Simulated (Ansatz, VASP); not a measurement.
One calculation of Na, two programs

Contents of POSCAR:

```
Na
1.0
    3.8618525951      0.0000000000      0.0000000000
   -1.9309262976      3.3444624530      0.0000000000
    0.0000000000      0.0000000000     12.6128105757
Na
4
Direct
    0.0000000000      0.0000000000      0.0000000000
    0.0000000000      0.0000000000      0.5000000000
    0.3333333333      0.6666666667      0.2500000000
    0.6666666667      0.3333333333      0.7500000000
```

INCAR.step1

```
ALGO = Normal
EDIFF = 1E-4
ENCUT = 520
GGA = PE
ISMEAR = -1
LASPH = True
LCHARG = False
LREAL = False
LWAVE = True
NBANDS = 22
NELM = 100
PREC = Accurate
SIGMA = 0.1
```

Contents of INCAR.step2:

```
ALGO = Normal
EDIFF = 1E-7
ENCUT = 520
ISIF = 2
ISMEAR = -1
ISTART = 1
LASPH = True
LCHARG = True
LELF = True
LMIXTAU = True
LREAL = False
LVHAR = True
LWAVE = False
METAGGA = R2SCAN
NBANDS = 22
NELM = 100
PREC = Accurate
SIGMA = 0.1
```

The input KPOINTS:

```
k-points
0
Gamma
  11 11 3
```

Input for Ansatz:

```yaml
crystal:
  lattice:
    - [3.8618525951, 0.0, 0.0]
    - [-1.9309262976, 3.344462453, 0.0]
    - [0.0, 0.0, 12.6128105757]
  atoms:
    - { symbol: Na, position: [0.0, 0.0, 0.0] }
    - { symbol: Na, position: [0.0, 0.0, 0.5] }
    - { symbol: Na, position: [0.3333333333, 0.6666666667, 0.25] }
    - { symbol: Na, position: [0.6666666667, 0.3333333333, 0.75] }
hamiltonian:
  xc: r2scan
  pseudopotentials:
    kind: paw
    azcp:
      Na: "pseudopotentials/Na.paw.azcp"
basis:
  ecutwfc: 500
  fft_grid_basis: typed
kpoints:
  mp_grid: { grid: [11, 11, 3], shift: [0, 0, 0] }
magnetization:
  spin_polarized: false
scf:
  occupations: { method: fermi_dirac, width: 0.1 }
  lower_state_search: "off"
output:
  stress: true
```

Alike in both runs: task single point; functional r2SCAN; k mesh 11 × 11 × 3; occupations fermi-dirac, width 0.1 eV; no spin polarisation.

|  | VASP | Ansatz |
| --- | --- | --- |
| version | VASP 6.6.1 | Ansatz 0.2.0 |
| potentials or method | VASP PAW PBE potentials, release 64 (Na_pv), cutoff 520 eV | plane waves (500 eV) with PAW, scalar-relativistic |
| valence electrons in the cell | 28 | 36 |

```csv
,VASP,Ansatz,Ansatz less VASP
pressure (GPa),-0.4,-0.5,-0.09
"traceless stress, the component that is largest in VASP (GPa)",0.09,0.10,+0.010
```

VASP's potentials were made for PBE, not for r2SCAN. The functional is the same, so the differences come from potentials, cutoffs and numerics. VASP's potentials hold 28 valence electrons a cell and Ansatz's 36, so a difference there can come from the potentials and not from the codes.
